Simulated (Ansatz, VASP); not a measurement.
One calculation of TiSi2, two programs

```
Ti Si
1.0
    -0.12569    4.05408    4.19973
     2.32258   -0.09972    4.22570
     2.32473    4.08220   -0.09757
Ti Si
2 4
Direct
  0.75000 0.75000 0.75000
  0.50000 0.50000 0.50000
  0.08300 0.41700 0.08300
  0.41700 0.08300 0.41700
  0.16700 0.83300 0.16700
  0.83300 0.16700 0.83300
```

Change from the starting cell: equal xy, yz and zx shear strains of -3 %, crystal datasets.

Alike in both runs: task electric field gradients; functional PBE; k mesh 8 × 8 × 8; occupations fermi-dirac, width 0.08 eV; no spin polarisation.

|  | VASP | Ansatz |
| --- | --- | --- |
| version | VASP 6.6.1 | Ansatz 0.2.0 |
| potentials or method | VASP PAW PBE potentials, release 64 (Ti_sv, Si), cutoff 520 eV | all-electron PAW with datasets made for the crystal, scalar-relativistic |

```csv
,VASP,Ansatz,Ansatz less VASP
pressure (GPa),2.7,2.7,+0.05
"traceless stress, the component that is largest in VASP (GPa)",4.77,4.77,+0.002
rms of the force components (eV/Å),0.177,0.177,-0.0003
size of Vzz on the site where it differs most (V/Å²),39.5,38.5,-1.04
```

Atom by atom the forces differ by 0.001 eV/Å (rms over components). Ansatz ran all-electron here, and VASP with PAW potentials.
